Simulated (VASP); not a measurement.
# Pd (Im-3m) in VASP: notebook

Pd is run at these levels: revPBE; tasks: single point.

Everything below comes from runs of VASP 6.6.1. Logs are shortened: lines on timing, memory, paths and dates and some standing lists are left out, and cuts for length are marked.

### Step 1. The cell of the first run

Symmetry: Im-3m, No. 229, cubic system. The conventional cell has a = 3.159 Å, b = 3.159 Å, c = 3.159 Å, α = 90.00°, β = 90.00°, γ = 90.00°. Within 3.6 Å of Pd (site symmetry m-3m) lie 14 Pd at 2.74 to 3.16 Å.

This isn't the form of Pd at room conditions, which is fcc.

### Step 2. Single point, revPBE, collinear spin (15.76 Å³/atom)

INCAR

```
SYSTEM = Pd
PREC     = Accurate       ! precision mode
ENCUT    = 520            ! plane-wave cutoff, eV
EDIFF    = 1E-6           ! SCF threshold, eV
ISMEAR   = -1             ! smearing method
SIGMA    = 0.05           ! smearing width, eV
LREAL    = .False.        ! projectors in reciprocal space
LASPH    = .True.         ! aspherical terms in the spheres
NELM     = 150            ! most SCF steps
ALGO     = Normal         ! electronic algorithm
ISIF     = 2              ! what is computed and relaxed
LWAVE    = .False.        ! write WAVECAR
LCHARG   = .False.        ! write CHGCAR
ISPIN    = 2              ! spin polarisation
MAGMOM   = 0.5 -0.5       ! initial moments
LORBIT   = 11             ! projections on sites
LMAXMIX  = 4              ! l up to which the mixer works
GGA      = RE             ! functional
NBANDS   = 21             ! bands
```

KPOINTS

```
Automatic mesh
0
Gamma
  11 11 11
  0 0 0
```

POSCAR

```
Pd
1.0
    3.1587909464      0.0000000000      0.0000000000
    0.0000000000      3.1587909464      0.0000000000
    0.0000000000      0.0000000000      3.1587909464
Pd
2
Direct
    0.0000000000      0.0000000000      0.0000000000
    0.5000000000      0.5000000000      0.5000000000
```

Potentials or basis: VASP PAW PBE potentials, release 64 (Pd).

On the command line:

```bash
$ cat potpaw_PBE.64/Pd/POTCAR > POTCAR
$ mpirun -np 1 vasp_std > vasp.out
```

OUTCAR:

```text
SYSTEM = Pd
   PREC = Accurate
   ENCUT = 520
   EDIFF = 1E-6
   ISMEAR = -1
   LREAL = .False.
   LASPH = .True.
   NELM = 150
   ISIF = 2
   ISPIN = 2
   LORBIT = 11
   GGA = RE

 ion  position               nearest neighbor table
   1  0.000  0.000  0.000-   2 2.74   2 2.74   2 2.74   2 2.74   2 2.74   2 2.74   2 2.74   2 2.74

   2  0.500  0.500  0.500-   1 2.74   1 2.74   1 2.74   1 2.74   1 2.74   1 2.74   1 2.74   1 2.74

  LATTYP: Found a simple cubic cell.
 ALAT       =     3.1587909464

  Lattice vectors:

 A1 = (   3.1587909464,   0.0000000000,   0.0000000000)
 A2 = (   0.0000000000,   3.1587909464,   0.0000000000)
 A3 = (   0.0000000000,   0.0000000000,   3.1587909464)

Analysis of symmetry for initial positions (statically):
=====================================================================
 Subroutine PRICEL returns following result:

  LATTYP: Found a body centered cubic cell.
 ALAT       =     3.1587909464

  Lattice vectors:

 A1 = (   1.5793954732,   1.5793954732,  -1.5793954732)
 A2 = (  -1.5793954732,   1.5793954732,   1.5793954732)
 A3 = (   1.5793954732,  -1.5793954732,   1.5793954732)

   2 primitive cells build up your supercell.

 Routine SETGRP: Setting up the symmetry group for a
 simple cubic supercell.

 Subroutine GETGRP returns: Found 48 space group operations
 (whereof 48 operations were pure point group operations)
 out of a pool of 48 trial point group operations.

The static configuration has the point symmetry O_h .

Analysis of symmetry for dynamics (positions and initial velocities):
=====================================================================
 Subroutine PRICEL returns following result:

  LATTYP: Found a body centered cubic cell.
 ALAT       =     3.1587909464

  Lattice vectors:

 A1 = (   1.5793954732,   1.5793954732,  -1.5793954732)
 A2 = (  -1.5793954732,   1.5793954732,   1.5793954732)
 A3 = (   1.5793954732,  -1.5793954732,   1.5793954732)

   2 primitive cells build up your supercell.

 Routine SETGRP: Setting up the symmetry group for a
 simple cubic supercell.

 Subroutine GETGRP returns: Found 48 space group operations
 (whereof 48 operations were pure point group operations)
 out of a pool of 48 trial point group operations.

The dynamic configuration has the point symmetry O_h .

Analysis of structural, dynamic, and magnetic symmetry:
=====================================================================
 Subroutine PRICEL returns following result:

  LATTYP: Found a body centered cubic cell.
 ALAT       =     3.1587909464

  Lattice vectors:

 A1 = (   1.5793954732,   1.5793954732,  -1.5793954732)
 A2 = (  -1.5793954732,   1.5793954732,   1.5793954732)
 A3 = (   1.5793954732,  -1.5793954732,   1.5793954732)

   2 primitive cells build up your supercell.

 Routine SETGRP: Setting up the symmetry group for a
 simple cubic supercell.

 Subroutine GETGRP returns: Found 48 space group operations
 (whereof 48 operations were pure point group operations)
 out of a pool of 48 trial point group operations.

The overall configuration has the point symmetry O_h .

 Subroutine INISYM returns: Found 48 space group operations
 (whereof 48 operations are pure point group operations),
 and found     2 'primitive' translations

----------------------------------------------------------------------------------------

                                     Primitive cell

  volume of cell :      15.7591

  direct lattice vectors                    reciprocal lattice vectors
     1.579395473  1.579395473 -1.579395473     0.316576822  0.316576822  0.000000000
    -1.579395473  1.579395473  1.579395473    -0.000000000  0.316576822  0.316576822
     1.579395473 -1.579395473  1.579395473     0.316576822  0.000000000  0.316576822

  length of vectors
     2.735593205  2.735593205  2.735593205     0.447707236  0.447707236  0.447707236

  position of ions in fractional coordinates (direct lattice)
     0.000000000  0.000000000  0.000000000

  ion indices of the primitive-cell ions
   primitive index   ion index
                 1           1

----------------------------------------------------------------------------------------

 KPOINTS: Automatic mesh

Automatic generation of k-mesh.
 Grid dimensions read from file:
 generate k-points for:   11   11   11

 Generating k-lattice:

  Cartesian coordinates                     Fractional coordinates (reciprocal lattice)
     0.028779711  0.000000000  0.000000000     0.090909091  0.000000000  0.000000000
     0.000000000  0.028779711  0.000000000     0.000000000  0.090909091  0.000000000
     0.000000000  0.000000000  0.028779711     0.000000000  0.000000000  0.090909091

  Length of vectors
     0.028779711  0.028779711  0.028779711

  Shift w.r.t. Gamma in fractional coordinates (k-lattice)
     0.000000000  0.000000000  0.000000000

 Subroutine IBZKPT returns following result:
 ===========================================

 Found     56 irreducible k-points:

 Following reciprocal coordinates:
            Coordinates               Weight
  0.000000  0.000000  0.000000      1.000000
  0.090909  0.000000  0.000000      6.000000
  0.181818  0.000000  0.000000      6.000000
  0.272727  0.000000  0.000000      6.000000
  0.363636  0.000000  0.000000      6.000000
  0.454545  0.000000  0.000000      6.000000
[... 16 lines left out ...]
  0.181818  0.090909  0.090909     24.000000
  0.272727  0.090909  0.090909     24.000000
 [... further k-points ...]
   k-points           NKPTS =     56   k-points in BZ     NKDIM =     56   number of bands    NBANDS=     21
   number of dos      NEDOS =    301   number of ions     NIONS =      2
   total plane-waves  NPLWV =  13824
   dimension x,y,z NGX =    24 NGY =   24 NGZ =   24
   dimension x,y,z NGXF=    48 NGYF=   48 NGZF=   48
   ions per type =               2
   NGX,Y,Z   is equivalent  to a cutoff of  12.63, 12.63, 12.63 a.u.
   NGXF,Y,Z  is equivalent  to a cutoff of  25.26, 25.26, 25.26 a.u.
 SYSTEM =  Pd
   PREC   = accura    normal or accurate (medium, high low for compatibility)
   ISTART =      0    job   : 0-new  1-cont  2-samecut
   ICHARG =      2    charge: 1-file 2-atom 10-const
   ISPIN  =      2    spin polarized calculation?
   LNONCOLLINEAR =      F non collinear calculations
   LSORBIT =      F    spin-orbit coupling
   LASPH  =      T    aspherical Exc in radial PAW
   ENCUT  =  520.0 eV  38.22 Ry    6.18 a.u.   5.87  5.87  5.87*2*pi/ulx,y,z
   NELM   =    150;   NELMIN=  2; NELMDL= -5     # of ELM steps
   EDIFF  = 0.1E-05   stopping-criterion for ELM
   LREAL  =      F    real-space projection
   EDIFFG = 0.1E-04   stopping-criterion for IOM
   NSW    =      0    number of steps for IOM
   IBRION =     -1    ionic relax: 0-MD 1-quasi-New 2-CG
   NFREE  =      0    steps in history (QN), initial steepest desc. (CG)
   ISIF   =      2    stress and relaxation
   ISYM   =      2    0-nonsym 1-usesym 2-fastsym
   POTIM  = 0.5000    time-step for ionic-motion
   TEBEG  =    0.0;   TEEND  =   0.0 temperature during run
   PSTRESS=    0.0 pullay stress
   NELECT =      20.0000    total number of electrons
   NUPDOWN=      -1.0000    fix difference up-down
   EMIN   =  10.00;   EMAX   =-10.00  energy-range for DOS
   EFERMI =   0.00;   METHOD = LEGACY
   ISMEAR =    -1;   SIGMA  =   0.05  broadening in eV -4-tet -1-fermi 0-gaus
   EFERMI_NEDOS =   21; number of points for ismear=-14 and -15
   IALGO  =     38    algorithm
   IMIX   =      4    mixing-type and parameters
     AMIX     =   0.40;   BMIX     =  1.00
     AMIX_MAG =   1.60;   BMIX_MAG =  1.00
  volume/ion in A,a.u.               =      15.76       106.35
  Fermi-wavevector in a.u.,A,eV,Ry     =   1.406794  2.658456 26.926886  1.979070
  Thomas-Fermi vector in A             =   2.529119
   LORBIT       =     11    0 simple, 1 ext, 2 COOP (PROOUT), +10 PAW based schemes
   GGA     = RE    functional components
   LHFCALC =     F    Hartree Fock is set to
   AEXX    =    0.0000 exact exchange contribution
   IVDW    =     0    specifies the selected vdW correction
   LEPSILON=     F    determine dielectric tensor
   LRPA    =     F    only Hartree local field effects (RPA)
 spin polarized calculation
  energy-cutoff  :      520.00
  volume of cell :       31.52
 maximum number of plane-waves:       872
 NGX is ok and might be reduce to    24
   NGX = 11   NGY = 11   NGZ = 11

 number of electron      20.0000005 magnetization      -0.0000000

 number of electron      20.0000005 magnetization       0.0000000

 Free energy of the ion-electron system (eV)
  ---------------------------------------------------
  ext. energy  EPLUGINS =         0.00000000
  ---------------------------------------------------
  free energy    TOTEN  =        -9.42346442 eV

  energy without entropy =       -9.40149012  energy(sigma->0) =       -9.41247727

 E-fermi :   8.7988     XC(G=0): -12.6888

 val. band max:        8.7892209305   @ k =   0.4545   0.4545   0.0909
 cond. band min:       8.7996715847   @ k =   0.3636   0.2727   0.0909
 fundamental gap:      0.0104506542
 Fermi energy:         8.7987590534

 spin component 1

 k-point     1 :       0.0000    0.0000    0.0000
  band No.  band energies     occupation
      1       2.1876      1.00000
      2       4.0732      1.00000
      3       4.0732      1.00000
      4       6.1255      1.00000
      5       6.1255      1.00000
      6       6.1255      1.00000
[... 13 lines left out ...]
     20      28.0251      0.00000
     21      35.8982      0.00000

 k-point     2 :       0.0909    0.0000    0.0000
  band No.  band energies     occupation
      1       2.3380      1.00000
      2       4.1401      1.00000
      3       4.1650      1.00000
      4       6.1295      1.00000
      5       6.1295      1.00000
      6       6.1763      1.00000
[... 13 lines left out ...]
     20      28.1891      0.00000
     21      33.8068      0.00000
[... 487 lines left out ...]
      5       6.0161      1.00000
      6       6.7744      1.00000
[... 13 lines left out ...]
     20      29.1988      0.00000
     21      32.0058      0.00000

 k-point    24 :       0.2727    0.0909    0.0909
  band No.  band energies     occupation
      1       3.6451      1.00000
      2       4.7669      1.00000
      3       4.8987      1.00000
      4       5.9305      1.00000
      5       6.0117      1.00000
      6       7.0872      1.00000
[... 13 lines left out ...]
     20      31.3106      0.00000
     21      31.7642      0.00000

 [... further k-points ...]

 spin component 2

 k-point     1 :       0.0000    0.0000    0.0000
  band No.  band energies     occupation
      1       2.1876      1.00000
      2       4.0732      1.00000
      3       4.0732      1.00000
      4       6.1255      1.00000
      5       6.1255      1.00000
      6       6.1255      1.00000
[... 13 lines left out ...]
     20      28.0251      0.00000
     21      35.8983      0.00000

 k-point     2 :       0.0909    0.0000    0.0000
  band No.  band energies     occupation
      1       2.3380      1.00000
      2       4.1401      1.00000
      3       4.1650      1.00000
      4       6.1295      1.00000
      5       6.1295      1.00000
      6       6.1763      1.00000
[... 13 lines left out ...]
     20      28.1891      0.00000
     21      33.8068      0.00000
[... 487 lines left out ...]
      5       6.0161      1.00000
      6       6.7744      1.00000
[... 13 lines left out ...]
     20      29.1988      0.00000
     21      32.0058      0.00000

 k-point    24 :       0.2727    0.0909    0.0909
  band No.  band energies     occupation
      1       3.6451      1.00000
      2       4.7669      1.00000
      3       4.8987      1.00000
      4       5.9305      1.00000
      5       6.0117      1.00000
      6       7.0872      1.00000
[... 13 lines left out ...]
     20      31.3106      0.00000
     21      31.7643      0.00000

 [... further k-points ...]

------------------------ aborting loop because EDIFF is reached ----------------------------------------

  FORCE on cell =-STRESS in cart. coord.  units (eV):
  Direction    XX          YY          ZZ          XY          YZ          ZX
  --------------------------------------------------------------------------------------
  -------------------------------------------------------------------------------------
  Total       -0.0408236     -0.0408236     -0.0408236      0.0000000      0.0000000      0.0000000
  in kB       -2.0751977     -2.0751977     -2.0751977      0.0000000      0.0000000      0.0000000
  external PRESSURE =      -2.0751977 kB  Pullay stress =       0.0000000 kB

 VOLUME and BASIS-vectors are now :
 -----------------------------------------------------------------------------
  energy-cutoff  :      520.00
  volume of cell :       31.52
      direct lattice vectors                 reciprocal lattice vectors
     3.158790946  0.000000000  0.000000000     0.316576822  0.000000000  0.000000000
     0.000000000  3.158790946  0.000000000     0.000000000  0.316576822  0.000000000
     0.000000000  0.000000000  3.158790946     0.000000000  0.000000000  0.316576822

 POSITION                                       TOTAL-FORCE (eV/Angst)
 -----------------------------------------------------------------------------------
      0.00000      0.00000      0.00000         0.000000      0.000000      0.000000
      1.57940      1.57940      1.57940        -0.000000     -0.000000     -0.000000
 -----------------------------------------------------------------------------------
    total drift:                                0.000000      0.000000     -0.000000

  FREE ENERGIE OF THE ION-ELECTRON SYSTEM (eV)
  ---------------------------------------------------
  free  energy   TOTEN  =        -9.4234644161 eV

  energy  without entropy=       -9.4014901158  energy(sigma->0) =       -9.41247727

 total charge

# of ion       s       p       d       tot
------------------------------------------
    1        0.458   0.401   8.469   9.328
    2        0.458   0.401   8.469   9.328
--------------------------------------------------
tot          0.916   0.803  16.938  18.656

 magnetization (x)

# of ion       s       p       d       tot
------------------------------------------
    1        0.000  -0.000  -0.000  -0.000
    2       -0.000   0.000   0.000   0.000
--------------------------------------------------
tot          0.000   0.000   0.000   0.000
```

It took 16 s on 1 thread of Intel Xeon 6975P-C (Granite Rapids), shared host; peak memory 0.18 GiB.

What came out:

```
Free energy                                           : -9.4235 eV
Pressure                                              : -0.2 GPa
Band gap on the k mesh                                : zero (filled and empty bands overlap)
Net moment                                            : 0.00 μB per cell
Valence electrons inside the program's atomic spheres : Pd 9.33
```

Levels at points of the mesh, in eV from the Fermi level:
Spin up:
| k point | band 8 | band 9 | band 10 | band 11 | band 12 | band 13 |
| --- | --- | --- | --- | --- | --- | --- |
| (0.00, 0.00, 0.00) | -0.88 | 0.18 | 0.18 | 0.18 | 9.03 | 9.03 |
Spin down:
```tsv
k point	band 8	band 9	band 10	band 11	band 12	band 13
(0.00, 0.00, 0.00)	-0.88	0.18	0.18	0.18	9.03	9.03
```

Caveat: the PAW data sets were made with another functional, which shifts forces and pressure a little.

[end of part 1 of 2]
